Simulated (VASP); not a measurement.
# SnTe (F-43m) in VASP: a series of runs

The runs below take SnTe through single point, with PBE.

Everything below comes from runs of VASP 6.6.1. Logs are shortened: lines on timing, memory, paths and dates and some standing lists are left out, and cuts for length are marked.

## (1) The cell of the first run

Symmetry: F-43m, No. 216, cubic system. Conventional cell: a = 7.071 Å, b = 7.071 Å, c = 7.071 Å, α = 90.00°, β = 90.00°, γ = 90.00°. Within 4.0 Å of Sn (site symmetry -43m) lie 4 Te at 3.06 Å. Te (site symmetry -43m) has 4 Sn at 3.06 Å within 4.0 Å.

## (2) Single point, PBE (44.20 Å³/atom)

Input file INCAR:

```
ALGO = Normal
EDIFF = 1E-6
ENCUT = 520
GGA = PE
ISIF = 2
ISMEAR = -1
LASPH = True
LCHARG = False
LREAL = False
LWAVE = False
NBANDS = 17
NELM = 100
PREC = Accurate
SIGMA = 0.02
```

Input file KPOINTS:

```
k-points
0
Gamma
  6 6 6
```

Input file POSCAR:

```
SnTe
1.0
    0.0000000000      3.5355830799      3.5355830799
    3.5355830799      0.0000000000      3.5355830799
    3.5355830799      3.5355830799      0.0000000000
Sn Te
1 1
Direct
    0.0000000000      0.0000000000      0.0000000000
    0.2500000000      0.2500000000      0.2500000000
```

Potentials or basis: VASP PAW PBE potentials, release 64 (Sn_d, Te).

Started as:

```console
> cat potpaw_PBE.64/Sn_d/POTCAR potpaw_PBE.64/Te/POTCAR > POTCAR
> mpirun -np 1 vasp_std > vasp.out
```

OUTCAR:

```text
EDIFF = 1E-6
   ENCUT = 520
   GGA = PE
   ISIF = 2
   ISMEAR = -1
   LASPH = True
   LREAL = False
   NELM = 100
   PREC = Accurate

 ion  position               nearest neighbor table
   1  0.000  0.000  0.000-   2 3.06   2 3.06   2 3.06   2 3.06
   2  0.250  0.250  0.250-   1 3.06   1 3.06   1 3.06   1 3.06

  LATTYP: Found a face centered cubic cell.
 ALAT       =     7.0711661598

  Lattice vectors:

 A1 = (   0.0000000000,   3.5355830799,   3.5355830799)
 A2 = (   3.5355830799,   0.0000000000,   3.5355830799)
 A3 = (   3.5355830799,   3.5355830799,   0.0000000000)

Analysis of symmetry for initial positions (statically):
=====================================================================
 Subroutine PRICEL returns:
 Original cell was already a primitive cell.

 Routine SETGRP: Setting up the symmetry group for a
 face centered cubic supercell.

 Subroutine GETGRP returns: Found 24 space group operations
 (whereof 24 operations were pure point group operations)
 out of a pool of 48 trial point group operations.

The static configuration has the point symmetry T_d .

Analysis of symmetry for dynamics (positions and initial velocities):
=====================================================================
 Subroutine PRICEL returns:
 Original cell was already a primitive cell.

 Routine SETGRP: Setting up the symmetry group for a
 face centered cubic supercell.

 Subroutine GETGRP returns: Found 24 space group operations
 (whereof 24 operations were pure point group operations)
 out of a pool of 48 trial point group operations.

The dynamic configuration has the point symmetry T_d .

 Subroutine INISYM returns: Found 24 space group operations
 (whereof 24 operations are pure point group operations),
 and found     1 'primitive' translations

----------------------------------------------------------------------------------------

                                     Primitive cell

  volume of cell :      88.3920

  direct lattice vectors                    reciprocal lattice vectors
     0.000000000  3.535583080  3.535583080    -0.141419389  0.141419389  0.141419389
     3.535583080  0.000000000  3.535583080     0.141419389 -0.141419389  0.141419389
     3.535583080  3.535583080  0.000000000     0.141419389  0.141419389 -0.141419389

  length of vectors
     5.000069542  5.000069542  5.000069542     0.244945567  0.244945567  0.244945567

  position of ions in fractional coordinates (direct lattice)
     0.000000000  0.000000000  0.000000000
     0.250000000  0.250000000  0.250000000

  ion indices of the primitive-cell ions
   primitive index   ion index
                 1           1
                 2           2

----------------------------------------------------------------------------------------

 KPOINTS: k-points

Automatic generation of k-mesh.
 Grid dimensions read from file:
 generate k-points for:    6    6    6

 Generating k-lattice:

  Cartesian coordinates                     Fractional coordinates (reciprocal lattice)
    -0.023569898  0.023569898  0.023569898     0.166666667  0.000000000  0.000000000
     0.023569898 -0.023569898  0.023569898     0.000000000  0.166666667  0.000000000
     0.023569898  0.023569898 -0.023569898     0.000000000  0.000000000  0.166666667

  Length of vectors
     0.040824261  0.040824261  0.040824261

  Shift w.r.t. Gamma in fractional coordinates (k-lattice)
     0.000000000  0.000000000  0.000000000

 Subroutine IBZKPT returns following result:
 ===========================================

 Found     16 irreducible k-points:

 Following reciprocal coordinates:
            Coordinates               Weight
  0.000000  0.000000  0.000000      1.000000
  0.166667  0.000000  0.000000      8.000000
  0.333333  0.000000  0.000000      8.000000
  0.500000  0.000000  0.000000      4.000000
  0.166667  0.166667  0.000000      6.000000
  0.333333  0.166667  0.000000     24.000000
[... 8 lines left out ...]
 -0.333333  0.333333  0.166667     24.000000
 -0.333333  0.500000  0.166667     12.000000
   k-points           NKPTS =     16   k-points in BZ     NKDIM =     16   number of bands    NBANDS=     17
   number of dos      NEDOS =    301   number of ions     NIONS =      2
   total plane-waves  NPLWV =  64000
   dimension x,y,z NGX =    40 NGY =   40 NGZ =   40
   dimension x,y,z NGXF=    80 NGYF=   80 NGZF=   80
   ions per type =               1   1
   NGX,Y,Z   is equivalent  to a cutoff of  13.30, 13.30, 13.30 a.u.
   NGXF,Y,Z  is equivalent  to a cutoff of  26.60, 26.60, 26.60 a.u.
 SYSTEM =  unknown system
   PREC   = accura    normal or accurate (medium, high low for compatibility)
   ISTART =      0    job   : 0-new  1-cont  2-samecut
   ICHARG =      2    charge: 1-file 2-atom 10-const
   ISPIN  =      1    spin polarized calculation?
   LNONCOLLINEAR =      F non collinear calculations
   LSORBIT =      F    spin-orbit coupling
   LASPH  =      T    aspherical Exc in radial PAW
   ENCUT  =  520.0 eV  38.22 Ry    6.18 a.u.   9.30  9.30  9.30*2*pi/ulx,y,z
   NELM   =    100;   NELMIN=  2; NELMDL= -5     # of ELM steps
   EDIFF  = 0.1E-05   stopping-criterion for ELM
   LREAL  =      F    real-space projection
   EDIFFG = 0.1E-04   stopping-criterion for IOM
   NSW    =      0    number of steps for IOM
   IBRION =     -1    ionic relax: 0-MD 1-quasi-New 2-CG
   NFREE  =      0    steps in history (QN), initial steepest desc. (CG)
   ISIF   =      2    stress and relaxation
   ISYM   =      2    0-nonsym 1-usesym 2-fastsym
   POTIM  = 0.5000    time-step for ionic-motion
   TEBEG  =    0.0;   TEEND  =   0.0 temperature during run
   PSTRESS=    0.0 pullay stress
   NELECT =      20.0000    total number of electrons
   NUPDOWN=      -1.0000    fix difference up-down
   EMIN   =  10.00;   EMAX   =-10.00  energy-range for DOS
   EFERMI =   0.00;   METHOD = LEGACY
   ISMEAR =    -1;   SIGMA  =   0.02  broadening in eV -4-tet -1-fermi 0-gaus
   EFERMI_NEDOS =   21; number of points for ismear=-14 and -15
   IALGO  =     38    algorithm
   IMIX   =      4    mixing-type and parameters
     AMIX     =   0.40;   BMIX     =  1.00
     AMIX_MAG =   1.60;   BMIX_MAG =  1.00
  volume/ion in A,a.u.               =      44.20       298.25
  Fermi-wavevector in a.u.,A,eV,Ry     =   0.997579  1.885150 13.540015  0.995163
  Thomas-Fermi vector in A             =   2.129744
   LORBIT       =      0    0 simple, 1 ext, 2 COOP (PROOUT), +10 PAW based schemes
   GGA     = PE    functional components
   LHFCALC =     F    Hartree Fock is set to
   AEXX    =    0.0000 exact exchange contribution
   IVDW    =     0    specifies the selected vdW correction
   LEPSILON=     F    determine dielectric tensor
   LRPA    =     F    only Hartree local field effects (RPA)
 non-spin polarized calculation
  energy-cutoff  :      520.00
  volume of cell :       88.39
 maximum number of plane-waves:      2421
 NGX is ok and might be reduce to    40
   NGX = 19   NGY = 19   NGZ = 19

 number of electron      20.0000002 magnetization

 Free energy of the ion-electron system (eV)
  ---------------------------------------------------
  ext. energy  EPLUGINS =         0.00000000
  ---------------------------------------------------
  free energy    TOTEN  =        -7.03494344 eV

  energy without entropy =       -7.03451312  energy(sigma->0) =       -7.03472828

 E-fermi :   3.7051     XC(G=0):  -7.7032

 val. band max:        3.6310770775   @ k =  -0.3333   0.5000   0.1667
 cond. band min:       3.7497983781   @ k =   0.5000   0.5000   0.0000
 fundamental gap:      0.1187213006
 Fermi energy:         3.7050504626

 k-point     1 :       0.0000    0.0000    0.0000
  band No.  band energies     occupation
      1     -18.0706      2.00000
      2     -18.0706      2.00000
      3     -18.0706      2.00000
      4     -18.0577      2.00000
      5     -18.0577      2.00000
      6      -8.1231      2.00000
[... 9 lines left out ...]
     16      10.1779      0.00000
     17      11.3505      0.00000

 k-point     2 :       0.1667    0.0000    0.0000
  band No.  band energies     occupation
      1     -18.0711      2.00000
      2     -18.0701      2.00000
      3     -18.0701      2.00000
      4     -18.0577      2.00000
      5     -18.0577      2.00000
      6      -7.9930      2.00000
[... 9 lines left out ...]
     16       9.6381      0.00000
     17      10.8649      0.00000

 k-point     3 :       0.3333    0.0000    0.0000
  band No.  band energies     occupation
      1     -18.0720      2.00000
      2     -18.0692      2.00000
      3     -18.0692      2.00000
      4     -18.0576      2.00000
      5     -18.0576      2.00000
      6      -7.6872      2.00000
[... 9 lines left out ...]
     16       9.8023      0.00000
     17      11.2605      0.00000

 k-point     4 :       0.5000    0.0000    0.0000
  band No.  band energies     occupation
      1     -18.0725      2.00000
      2     -18.0688      2.00000
      3     -18.0688      2.00000
      4     -18.0575      2.00000
      5     -18.0575      2.00000
      6      -7.5006      2.00000
[... 9 lines left out ...]
     16      10.7160      0.00000
     17      10.7160      0.00000
[... 183 lines left out ...]
      1     -18.0734      2.00000
      2     -18.0684      2.00000
      3     -18.0678      2.00000
      4     -18.0582      2.00000
      5     -18.0572      2.00000
      6      -7.4517      2.00000
[... 9 lines left out ...]
     16      11.1932      0.00000
     17      12.2519      0.00000

 k-point    15 :      -0.3333    0.3333    0.1667
  band No.  band energies     occupation
      1     -18.0735      2.00000
      2     -18.0684      2.00000
      3     -18.0673      2.00000
      4     -18.0581      2.00000
      5     -18.0573      2.00000
      6      -7.3104      2.00000
[... 9 lines left out ...]
     16      10.9930      0.00000
     17      12.0632      0.00000

 k-point    16 :      -0.3333    0.5000    0.1667
  band No.  band energies     occupation
      1     -18.0744      2.00000
      2     -18.0678      2.00000
      3     -18.0668      2.00000
      4     -18.0584      2.00000
      5     -18.0570      2.00000
      6      -7.2394      2.00000
[... 9 lines left out ...]
     16      11.7104      0.00000
     17      11.7761      0.00000

------------------------ aborting loop because EDIFF is reached ----------------------------------------

  FORCE on cell =-STRESS in cart. coord.  units (eV):
  Direction    XX          YY          ZZ          XY          YZ          ZX
  --------------------------------------------------------------------------------------
  -------------------------------------------------------------------------------------
  Total        0.9383786      0.9383786      0.9383786      0.0000000      0.0000000      0.0000000
  in kB       17.0088739     17.0088739     17.0088739      0.0000000      0.0000000      0.0000000
  external PRESSURE =      17.0088739 kB  Pullay stress =       0.0000000 kB

 VOLUME and BASIS-vectors are now :
 -----------------------------------------------------------------------------
  energy-cutoff  :      520.00
  volume of cell :       88.39
      direct lattice vectors                 reciprocal lattice vectors
     0.000000000  3.535583080  3.535583080    -0.141419389  0.141419389  0.141419389
     3.535583080  0.000000000  3.535583080     0.141419389 -0.141419389  0.141419389
     3.535583080  3.535583080  0.000000000     0.141419389  0.141419389 -0.141419389

 POSITION                                       TOTAL-FORCE (eV/Angst)
 -----------------------------------------------------------------------------------
      0.00000      0.00000      0.00000         0.000000      0.000000      0.000000
      1.76779      1.76779      1.76779        -0.000000     -0.000000     -0.000000
 -----------------------------------------------------------------------------------
    total drift:                               -0.000000     -0.000000     -0.000000

  FREE ENERGIE OF THE ION-ELECTRON SYSTEM (eV)
  ---------------------------------------------------
  free  energy   TOTEN  =        -7.0349434362 eV

  energy  without entropy=       -7.0345131246  energy(sigma->0) =       -7.03472828
```

Wall time 34 s (1 thread of Intel Xeon 8259CL, shared host); peak memory 0.24 GiB.

What came out:

```yaml
Free_energy: -7.0349 eV
Pressure: 1.7 GPa
Band_gap_on_the_k_mesh: 0.12 eV (least direct gap 0.72 eV)
```

Caveat: spin-orbit coupling is left out, which moves the levels of the heavy elements. A k mesh can miss the band edges.

## (3) Single point, PBE (45.61 Å³/atom)

This run uses another cell than the first one, of 45.61 Å³/atom.

Input file INCAR:

```
SYSTEM = SnTe
ALGO     = Normal         ! electronic algorithm
EDIFF    = 1E-7           ! SCF threshold, eV
ENCUT    = 520            ! plane-wave cutoff, eV
GGA      = PE             ! functional
ISIF     = 2              ! what is computed and relaxed
ISMEAR   = -1             ! smearing method
LASPH    = .True.         ! aspherical terms in the spheres
LCHARG   = .True.         ! write CHGCAR
LELF     = .True.         ! ELF
LREAL    = .False.        ! projectors in reciprocal space
LVHAR    = .True.       
LWAVE    = .False.        ! write WAVECAR
NBANDS   = 17             ! bands
NELM     = 80             ! most SCF steps
PREC     = Accurate       ! precision mode
SIGMA    = 0.02           ! smearing width, eV
```

Input file KPOINTS:

```
k-points
0
Gamma
  6 6 6
  0 0 0
```

Input file POSCAR:

```
SnTe
1.0
    0.0000000000      3.5728024790      3.5728024790
    3.5728024790      0.0000000000      3.5728024790
    3.5728024790      3.5728024790      0.0000000000
Sn Te
1 1
Direct
    0.0000000000      0.0000000000      0.0000000000
    0.2500000000      0.2500000000      0.2500000000
```

Potentials or basis: VASP PAW PBE potentials, release 64 (Sn_d, Te).

Started as:

```console
> cat potpaw_PBE.64/Sn_d/POTCAR potpaw_PBE.64/Te/POTCAR > POTCAR
> mpirun -np 1 vasp_std > vasp.out
```

Wall time 45 s (1 thread of Intel Xeon 8259CL, shared host); peak memory 0.24 GiB.

Results (log left out):

| Quantity | Value |
| --- | --- |
| Free energy | -7.0572 eV |
| Pressure | 0.8 GPa |
| Band gap on the k mesh | 0.20 eV (least direct gap 0.76 eV) |

Levels at points of the mesh, in eV from the valence-band top:
| k point | band 6 | band 7 | band 8 | band 9 | band 10 | band 11 | band 12 | band 13 | band 14 | band 15 |
| --- | --- | --- | --- | --- | --- | --- | --- | --- | --- | --- |
| (0.00, 0.00, 0.00) | -11.56 | -4.96 | -1.87 | -1.87 | -1.87 | 1.12 | 1.12 | 1.12 | 4.25 | 6.57 |
| (0.50, 0.00, 0.00) | -10.98 | -6.95 | -2.43 | -2.43 | -1.94 | 1.94 | 1.94 | 3.67 | 5.80 | 6.56 |
| (0.50, 0.50, 0.00) | -10.74 | -7.33 | -3.11 | -3.11 | -0.56 | 0.20 | 4.14 | 4.14 | 5.60 | 6.65 |

Caveat: spin-orbit coupling is left out, which moves the levels of the heavy elements. A k mesh can miss the band edges.
